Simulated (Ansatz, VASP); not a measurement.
One calculation of Pt, two programs

```
Pt
1.0
     0.00000    1.96090    1.96090
     1.96090    0.00000    1.96090
     1.96090    1.96090    0.00000
Pt
1
Cartesian
  0.0000 0.0000 0.0000
```

Alike in both runs: functional PBEsol; k mesh 9 × 9 × 9; occupations fermi-dirac, width 0.05 eV; no spin polarisation.

|  | VASP | Ansatz |
| --- | --- | --- |
| version | VASP 6.6.1 | Ansatz 0.2.0 |
| potentials or method | VASP PAW PBE potentials, release 64 (Pt), cutoff 500 eV | all-electron LAPW, scalar-relativistic |
| task | single point | band structure |

```csv
,VASP,Ansatz,Ansatz less VASP
gap on the k mesh at the Fermi level (eV),none,none,-
pressure (GPa),-1.6,-1.2,+0.38
```

VASP's potentials were made for PBE, not for PBEsol. A gap of «none» marks a metal or a gap that the smearing closes. Ansatz ran all-electron here, and VASP with PAW potentials.

Spin-orbit coupling is off throughout. Noted on Ansatz's run: the k mesh is thin for a metal, which can move the energy by tens of meV per atom.
